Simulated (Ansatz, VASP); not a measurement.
# One calculation of B2C, two programs

```xyz
3
Lattice="0.0000 2.1232 2.1232 2.1232 0.0000 2.1232 2.1232 2.1232 0.0000" Properties=species:S:1:pos:R:3 pbc="T T T"
B     2.1232    2.1232    2.1232
B     3.1849    3.1849    3.1849
C     0.0000    0.0000    0.0000
```

Alike in both runs: functional PBE; k mesh 6 × 6 × 6; occupations gaussian, width 0.2 eV; no spin polarisation.

Ansatz relaxed the structure, and its values are those at the end. VASP's run is a single point on that final structure, the one shown.

```csv
,VASP,Ansatz
version,VASP 6.6.1,Ansatz 0.2.0
potentials or method,"VASP PAW PBE potentials, release 64 (B, C), cutoff 600 eV","scalar-relativistic, plane waves, PAW"
valence electrons in the cell,10,10
```

Ansatz gave:

| Quantity | Value |
| --- | --- |
| gap on the k mesh at the Fermi level (eV) | none |
| pressure (GPa) | 0.1 |

Task: Estimate VASP's values.

Result: gap on the k mesh at the Fermi level (eV): none; pressure (GPa): -0.1.

A gap of «none» marks a metal or a gap that the smearing closes.

The k mesh is coarse, so the values compare programs but aren't converged.
